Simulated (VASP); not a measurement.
Wanted: the native input for a VASP 6.6.1 run.

```yaml
Task: single point
Functional: PBE
Potentials_or_basis: VASP PAW PBE potentials, release 64 (Hf_pv, C)
Cutoff: 520 eV
k_mesh: 15 × 15 × 15
Occupations: fermi-dirac, width 0.05 eV
Spin: no spin polarisation
Dipole_correction: no
Further_INCAR_settings: ALGO = Normal; EDIFF = 1e-07; NBANDS = 14
```

The structure of HfC lies in POSCAR:

```
HfC
1.0
    0.0465000000      2.3482500000      2.3482500000
    2.3482500000      0.0465000000      2.3482500000
    2.3482500000      2.3482500000      0.0465000000
Hf C
1 1
Direct
    0.5000000000      0.5000000000      0.5000000000
    0.0000000000      0.0000000000      0.0000000000
```

This cell differs from its parent crystal: equal xy, yz and zx shear strains of +2 %.

These files were run (other wordings do the same):

INCAR

```
PREC = Accurate ; ENCUT = 520
EDIFF = 1E-7 ; ISMEAR = -1
SIGMA = 0.05 ; LREAL = False
LASPH = True ; NELM = 80
ALGO = Normal ; ISIF = 2
LWAVE = False ; LCHARG = False
GGA = PE ; NBANDS = 14
```

KPOINTS

```
regular mesh
0
Gamma
  15 15 15
```

Potentials or basis: VASP PAW PBE potentials, release 64 (Hf_pv, C).

The run is started by

```bash
$ cat potpaw_PBE.64/Hf_pv/POTCAR potpaw_PBE.64/C/POTCAR > POTCAR
$ mpirun -np 1 vasp_std > vasp.out
```

Results of the run:

```yaml
Pressure: -0.4 GPa
Band_gap_on_the_k_mesh: zero (band 7 reaches 7.03 eV, above the bottom of band 8 at 5.63 eV)
```

Caveat: the cell differs from its parent crystal (equal xy, yz and zx shear strains of +2 %); spin-orbit coupling is left out, which moves the levels of the heavy elements.

Run time: 2.5 min on 1 thread of AMD EPYC 7R43 64-Core Processor (Zen 3), with other jobs on the host, peak memory 0.23 GiB.
